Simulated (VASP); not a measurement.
# MgSe (Fm-3m) in VASP: a series of runs

MgSe is run at these levels: LDA, PBEsol; tasks: single point.

All numbers are computed with VASP 6.6.1; they aren't measurements. Logs are shortened: lines on timing, memory, paths and dates and some standing lists are left out, and cuts for length are marked.

### 1 The cell of the first run

Symmetry: Fm-3m, No. 225, cubic system. Conventional cell: a = 5.392 Å, b = 5.392 Å, c = 5.392 Å, α = 90.00°, β = 90.00°, γ = 90.00°. Mg (site symmetry m-3m) has 6 Se at 2.70 Å within 3.6 Å. Se (site symmetry m-3m) has 6 Mg at 2.70 Å within 3.6 Å.

### 2 Single point, LDA

INCAR reads:

```
SYSTEM = MgSe
ALGO = Normal
EDIFF = 1E-6
ENCUT = 600
GGA_COMPAT = .False.
ISIF = 2
ISMEAR = -1
LASPH = .True.
LCHARG = .False.
LREAL = .False.
LWAVE = .False.
NBANDS = 11
NELM = 120
PREC = Accurate
SIGMA = 0.02
```

KPOINTS reads:

```
k-points
0
Gamma
  8 8 8
  0 0 0
```

POSCAR reads:

```
MgSe
1.0
    0.0000000000      2.6957818750      2.6957818750
    2.6957818750      0.0000000000      2.6957818750
    2.6957818750      2.6957818750      0.0000000000
Mg Se
1 1
Direct
    0.0000000000      0.0000000000      0.0000000000
    0.5000000000      0.5000000000      0.5000000000
```

Potentials or basis: VASP PAW LDA potentials, release 64 (Mg, Se).

Launch:

```
cat potpaw_LDA.64/Mg/POTCAR potpaw_LDA.64/Se/POTCAR > POTCAR
mpirun -np 1 vasp_std > vasp.out
```

OUTCAR:

```text
SYSTEM = MgSe
   EDIFF = 1E-6
   ENCUT = 600
   ISIF = 2
   ISMEAR = -1
   LASPH = .True.
   LREAL = .False.
   NELM = 120
   PREC = Accurate

 ion  position               nearest neighbor table
   1  0.000  0.000  0.000-   2 2.70   2 2.70   2 2.70   2 2.70   2 2.70   2 2.70
   2  0.500  0.500  0.500-   1 2.70   1 2.70   1 2.70   1 2.70   1 2.70   1 2.70

  LATTYP: Found a face centered cubic cell.
 ALAT       =     5.3915637500

  Lattice vectors:

 A1 = (   0.0000000000,   2.6957818750,   2.6957818750)
 A2 = (   2.6957818750,   0.0000000000,   2.6957818750)
 A3 = (   2.6957818750,   2.6957818750,   0.0000000000)

Analysis of symmetry for initial positions (statically):
=====================================================================
 Subroutine PRICEL returns:
 Original cell was already a primitive cell.

 Routine SETGRP: Setting up the symmetry group for a
 face centered cubic supercell.

 Subroutine GETGRP returns: Found 48 space group operations
 (whereof 48 operations were pure point group operations)
 out of a pool of 48 trial point group operations.

The static configuration has the point symmetry O_h .

Analysis of symmetry for dynamics (positions and initial velocities):
=====================================================================
 Subroutine PRICEL returns:
 Original cell was already a primitive cell.

 Routine SETGRP: Setting up the symmetry group for a
 face centered cubic supercell.

 Subroutine GETGRP returns: Found 48 space group operations
 (whereof 48 operations were pure point group operations)
 out of a pool of 48 trial point group operations.

The dynamic configuration has the point symmetry O_h .

 Subroutine INISYM returns: Found 48 space group operations
 (whereof 48 operations are pure point group operations),
 and found     1 'primitive' translations

----------------------------------------------------------------------------------------

                                     Primitive cell

  volume of cell :      39.1818

  direct lattice vectors                    reciprocal lattice vectors
     0.000000000  2.695781875  2.695781875    -0.185474947  0.185474947  0.185474947
     2.695781875  0.000000000  2.695781875     0.185474947 -0.185474947  0.185474947
     2.695781875  2.695781875  0.000000000     0.185474947  0.185474947 -0.185474947

  length of vectors
     3.812411289  3.812411289  3.812411289     0.321252031  0.321252031  0.321252031

  position of ions in fractional coordinates (direct lattice)
     0.000000000  0.000000000  0.000000000
     0.500000000  0.500000000  0.500000000

  ion indices of the primitive-cell ions
   primitive index   ion index
                 1           1
                 2           2

----------------------------------------------------------------------------------------

 KPOINTS: k-points

Automatic generation of k-mesh.
 Grid dimensions read from file:
 generate k-points for:    8    8    8

 Generating k-lattice:

  Cartesian coordinates                     Fractional coordinates (reciprocal lattice)
    -0.023184368  0.023184368  0.023184368     0.125000000  0.000000000  0.000000000
     0.023184368 -0.023184368  0.023184368     0.000000000  0.125000000  0.000000000
     0.023184368  0.023184368 -0.023184368     0.000000000  0.000000000  0.125000000

  Length of vectors
     0.040156504  0.040156504  0.040156504

  Shift w.r.t. Gamma in fractional coordinates (k-lattice)
     0.000000000  0.000000000  0.000000000

 Subroutine IBZKPT returns following result:
 ===========================================

 Found     29 irreducible k-points:

 Following reciprocal coordinates:
            Coordinates               Weight
  0.000000  0.000000  0.000000      1.000000
  0.125000  0.000000  0.000000      8.000000
  0.250000  0.000000  0.000000      8.000000
  0.375000  0.000000  0.000000      8.000000
  0.500000  0.000000  0.000000      4.000000
  0.125000  0.125000  0.000000      6.000000
[... 16 lines left out ...]
  0.500000  0.250000  0.125000     48.000000
 -0.375000  0.250000  0.125000     24.000000
 [... further k-points ...]
   k-points           NKPTS =     29   k-points in BZ     NKDIM =     29   number of bands    NBANDS=     11
   number of dos      NEDOS =    301   number of ions     NIONS =      2
   total plane-waves  NPLWV =  27000
   dimension x,y,z NGX =    30 NGY =   30 NGZ =   30
   dimension x,y,z NGXF=    60 NGYF=   60 NGZF=   60
   ions per type =               1   1
   NGX,Y,Z   is equivalent  to a cutoff of  13.08, 13.08, 13.08 a.u.
   NGXF,Y,Z  is equivalent  to a cutoff of  26.16, 26.16, 26.16 a.u.
 SYSTEM =  MgSe
   PREC   = accura    normal or accurate (medium, high low for compatibility)
   ISTART =      0    job   : 0-new  1-cont  2-samecut
   ICHARG =      2    charge: 1-file 2-atom 10-const
   ISPIN  =      1    spin polarized calculation?
   LNONCOLLINEAR =      F non collinear calculations
   LSORBIT =      F    spin-orbit coupling
   LASPH  =      T    aspherical Exc in radial PAW
   ENCUT  =  600.0 eV  44.10 Ry    6.64 a.u.   7.61  7.61  7.61*2*pi/ulx,y,z
   NELM   =    120;   NELMIN=  2; NELMDL= -5     # of ELM steps
   EDIFF  = 0.1E-05   stopping-criterion for ELM
   LREAL  =      F    real-space projection
   EDIFFG = 0.1E-04   stopping-criterion for IOM
   NSW    =      0    number of steps for IOM
   IBRION =     -1    ionic relax: 0-MD 1-quasi-New 2-CG
   NFREE  =      0    steps in history (QN), initial steepest desc. (CG)
   ISIF   =      2    stress and relaxation
   ISYM   =      2    0-nonsym 1-usesym 2-fastsym
   POTIM  = 0.5000    time-step for ionic-motion
   TEBEG  =    0.0;   TEEND  =   0.0 temperature during run
   PSTRESS=    0.0 pullay stress
   NELECT =       8.0000    total number of electrons
   NUPDOWN=      -1.0000    fix difference up-down
   EMIN   =  10.00;   EMAX   =-10.00  energy-range for DOS
   EFERMI =   0.00;   METHOD = LEGACY
   ISMEAR =    -1;   SIGMA  =   0.02  broadening in eV -4-tet -1-fermi 0-gaus
   EFERMI_NEDOS =   21; number of points for ismear=-14 and -15
   IALGO  =     38    algorithm
   IMIX   =      4    mixing-type and parameters
     AMIX     =   0.40;   BMIX     =  1.00
     AMIX_MAG =   1.60;   BMIX_MAG =  1.00
  volume/ion in A,a.u.               =      19.59       132.21
  Fermi-wavevector in a.u.,A,eV,Ry     =   0.963999  1.821695 12.643823  0.929295
  Thomas-Fermi vector in A             =   2.093593
   LORBIT       =      0    0 simple, 1 ext, 2 COOP (PROOUT), +10 PAW based schemes
   GGA     = CA    functional components
   LHFCALC =     F    Hartree Fock is set to
   AEXX    =    0.0000 exact exchange contribution
   IVDW    =     0    specifies the selected vdW correction
   LEPSILON=     F    determine dielectric tensor
   LRPA    =     F    only Hartree local field effects (RPA)
 non-spin polarized calculation
  energy-cutoff  :      600.00
  volume of cell :       39.18
 maximum number of plane-waves:      1325
   NGX = 15   NGY = 15   NGZ = 15

 number of electron       8.0000000 magnetization

 Free energy of the ion-electron system (eV)
  ---------------------------------------------------
  ext. energy  EPLUGINS =         0.00000000
  ---------------------------------------------------
  free energy    TOTEN  =        -8.60129280 eV

  energy without entropy =       -8.60129280  energy(sigma->0) =       -8.60129280

 E-fermi :   3.8775     XC(G=0):  -9.8840

 val. band max:        3.4583063013   @ k =   0.0000   0.0000   0.0000
 cond. band min:       5.1610204741   @ k =   0.5000   0.5000   0.0000
 fundamental gap:      1.7027141728
 Fermi energy:         3.8775184060

 k-point     1 :       0.0000    0.0000    0.0000
  band No.  band energies     occupation
      1      -9.6976      2.00000
      2       3.4583      2.00000
      3       3.4583      2.00000
      4       3.4583      2.00000
      5       6.0826      0.00000
      6      10.8048      0.00000
      7      10.8048      0.00000
      8      10.8048      0.00000
      9      13.4551      0.00000
     10      13.4551      0.00000
     11      14.3798      0.00000

 k-point     2 :       0.1250    0.0000    0.0000
  band No.  band energies     occupation
      1      -9.5567      2.00000
      2       2.1858      2.00000
      3       3.3499      2.00000
      4       3.3499      2.00000
      5       7.0614      0.00000
      6      10.5066      0.00000
      7      11.0444      0.00000
      8      11.0444      0.00000
      9      12.4126      0.00000
     10      12.4126      0.00000
     11      14.2316      0.00000

 k-point     3 :       0.2500    0.0000    0.0000
  band No.  band energies     occupation
      1      -9.1773      2.00000
      2       0.3136      2.00000
      3       3.1166      2.00000
      4       3.1166      2.00000
      5       7.5525      0.00000
      6      10.4831      0.00000
      7      10.4831      0.00000
      8      11.2974      0.00000
      9      13.0337      0.00000
     10      13.0337      0.00000
     11      13.4381      0.00000

 k-point     4 :       0.3750    0.0000    0.0000
  band No.  band energies     occupation
      1      -8.7189      2.00000
      2      -1.1460      2.00000
      3       2.9142      2.00000
      4       2.9142      2.00000
      5       7.3268      0.00000
      6       9.7537      0.00000
      7       9.7537      0.00000
      8      12.2457      0.00000
      9      13.8052      0.00000
     10      15.0078      0.00000
     11      15.0078      0.00000
[... 239 lines left out ...]
 k-point    22 :       0.3750    0.2500    0.1250
  band No.  band energies     occupation
      1      -8.8809      2.00000
      2       0.0506      2.00000
      3       1.8238      2.00000
      4       2.7099      2.00000
      5       8.3122      0.00000
      6       9.4068      0.00000
      7       9.7453      0.00000
      8      11.9188      0.00000
      9      13.0175      0.00000
     10      16.0055      0.00000
     11      16.4019      0.00000

 k-point    23 :       0.5000    0.2500    0.1250
  band No.  band energies     occupation
      1      -8.4948      2.00000
      2      -0.7949      2.00000
      3       1.2528      2.00000
      4       2.3526      2.00000
      5       8.1826      0.00000
      6       9.1347      0.00000
      7      10.6718      0.00000
      8      11.8202      0.00000
      9      14.4328      0.00000
     10      16.1696      0.00000
     11      16.9680      0.00000

 k-point    24 :      -0.3750    0.2500    0.1250
  band No.  band energies     occupation
      1      -8.3121      2.00000
      2      -1.1825      2.00000
      3       1.1053      2.00000
      4       2.1672      2.00000
      5       8.1561      0.00000
      6       8.8385      0.00000
      7      11.2316      0.00000
      8      12.6059      0.00000
      9      14.5461      0.00000
     10      15.2597      0.00000
     11      17.6173      0.00000

 [... further k-points ...]
[... 5 lines left out ...]
  --------------------------------------------------------------------------------------
  -------------------------------------------------------------------------------------
  Total       -0.0747457     -0.0747457     -0.0747457     -0.0000000      0.0000000     -0.0000000
  in kB       -3.0564158     -3.0564158     -3.0564158     -0.0000000      0.0000000     -0.0000000
  external PRESSURE =      -3.0564158 kB  Pullay stress =       0.0000000 kB

 VOLUME and BASIS-vectors are now :
 -----------------------------------------------------------------------------
  energy-cutoff  :      600.00
  volume of cell :       39.18
      direct lattice vectors                 reciprocal lattice vectors
     0.000000000  2.695781875  2.695781875    -0.185474947  0.185474947  0.185474947
     2.695781875  0.000000000  2.695781875     0.185474947 -0.185474947  0.185474947
     2.695781875  2.695781875  0.000000000     0.185474947  0.185474947 -0.185474947

 POSITION                                       TOTAL-FORCE (eV/Angst)
 -----------------------------------------------------------------------------------
      0.00000      0.00000      0.00000        -0.000000     -0.000000     -0.000000
      2.69578      2.69578      2.69578         0.000000      0.000000      0.000000
 -----------------------------------------------------------------------------------
    total drift:                               -0.000000     -0.000000      0.000000

  FREE ENERGIE OF THE ION-ELECTRON SYSTEM (eV)
  ---------------------------------------------------
  free  energy   TOTEN  =        -8.6012928024 eV

  energy  without entropy=       -8.6012928024  energy(sigma->0) =       -8.60129280
```

Wall time 31 s (1 thread of Intel Xeon 8259CL, shared host); peak memory 0.15 GiB.

Results:

| Item | Value |
| --- | --- |
| Free energy | -8.6013 eV |
| Pressure | -0.3 GPa |
| Band gap on the k mesh | 1.70 eV (least direct gap 2.62 eV) |

A k mesh can miss the band edges. As with any semilocal functional, this LDA gap is likely too small.

### 3 Single point, LDA

This run uses another cell than the first one, of 20.49 Å³/atom.

INCAR reads:

```
PREC     = Accurate       # precision mode
ENCUT    = 600            # plane-wave cutoff, eV
EDIFF    = 1E-6           # SCF threshold, eV
ISMEAR   = 0              # smearing method
SIGMA    = 0.01           # smearing width, eV
LREAL    = F              # projectors in reciprocal space
LASPH    = T              # aspherical terms in the spheres
NELM     = 120            # most SCF steps
ALGO     = Normal         # electronic algorithm
ISIF     = 2              # what is computed and relaxed
LWAVE    = F              # write WAVECAR
LCHARG   = F              # write CHGCAR
GGA      = CA             # functional
NBANDS   = 11             # bands
GGA_COMPAT= F
```

KPOINTS reads:

```
regular mesh
0
Gamma
  8 8 8
```

POSCAR reads:

```
MgSe
1.0
    0.0000000000      2.7362756101      2.7362756101
    2.7362756101      0.0000000000      2.7362756101
    2.7362756101      2.7362756101      0.0000000000
Mg Se
1 1
Direct
    0.0000000000      0.0000000000      0.0000000000
    0.5000000000      0.5000000000      0.5000000000
```

Potentials or basis: VASP PAW LDA potentials, release 64 (Mg, Se).

Launch:

```
cat potpaw_LDA.64/Mg/POTCAR potpaw_LDA.64/Se/POTCAR > POTCAR
mpirun -np 1 vasp_std > vasp.out
```

It took 29 s on 1 thread of Intel Xeon 8259CL, shared host; peak memory 0.16 GiB.

The run converged. Its results:

| Item | Value |
| --- | --- |
| Free energy | -8.5816 eV |
| Pressure | -3.1 GPa |
| Band gap on the k mesh | 1.63 eV (least direct gap 2.32 eV) |

Levels at points of the mesh, in eV from the valence-band top:
| k point | band 1 | band 2 | band 3 | band 4 | band 5 | band 6 | band 7 | band 8 | band 9 |
| --- | --- | --- | --- | --- | --- | --- | --- | --- | --- |
| (0.00, 0.00, 0.00) | -12.90 | 0.00 | 0.00 | 0.00 | 2.32 | 7.36 | 7.36 | 7.36 | 9.92 |
| (0.50, 0.00, 0.00) | -11.81 | -4.93 | -0.57 | -0.57 | 3.69 | 5.98 | 5.98 | 8.33 | 11.22 |
| (0.50, 0.50, 0.00) | -11.50 | -4.23 | -1.77 | -1.77 | 1.63 | 3.92 | 11.47 | 11.87 | 11.87 |

Caveat: the cell stands under tension.

[end of part 1 of 2]
